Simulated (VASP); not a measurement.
Here is a VASP 6.6.1 calculation.

Contents of INCAR:

```
ALGO     = Normal         # electronic algorithm
EDIFF    = 1E-6           # SCF threshold, eV
ENCUT    = 600            # plane-wave cutoff, eV
GGA      = PE             # functional
GGA_COMPAT= False        
ISIF     = 2              # what is computed and relaxed
ISMEAR   = -1             # smearing method
LASPH    = True           # aspherical terms in the spheres
LCHARG   = False          # write CHGCAR
LREAL    = False          # projectors in reciprocal space
LWAVE    = False          # write WAVECAR
NBANDS   = 20             # bands
NELM     = 120            # most SCF steps
PREC     = Accurate       # precision mode
SIGMA    = 0.1            # smearing width, eV
```

KPOINTS

```
k-points
0
Gamma
  6 6 6
```

The input POSCAR:

```
CdF2
1.0
    0.0000000000      2.6940000000      2.6940000000
    2.6940000000      0.0000000000      2.6940000000
    2.6940000000      2.6940000000      0.0000000000
Cd F
1 2
Direct
   -0.0071109377     -0.0005060092      0.0033970355
    0.2429952973      0.2493651703      0.2534686975
    0.7429221209      0.7494526443      0.7535152348
```

Potentials or basis: VASP PAW PBE potentials, release 64 (Cd, F).

Run with:

```sh
$ cat potpaw_PBE.64/Cd/POTCAR potpaw_PBE.64/F/POTCAR > POTCAR
$ mpirun -np 1 vasp_std > vasp.out
```

Q: What does it give for the pressure?

A: 6.0 GPa.

Q: Predict the band gap on the k mesh.

A: 3.09 eV (least direct gap 3.57 eV).

Forces on the atoms (eV/Å):
```
Cd   0.000  0.003  0.000
F    0.001 -0.002  0.000
F   -0.001 -0.001  0.000
```

Caveat: the cell stands under pressure. A k mesh can miss the band edges.
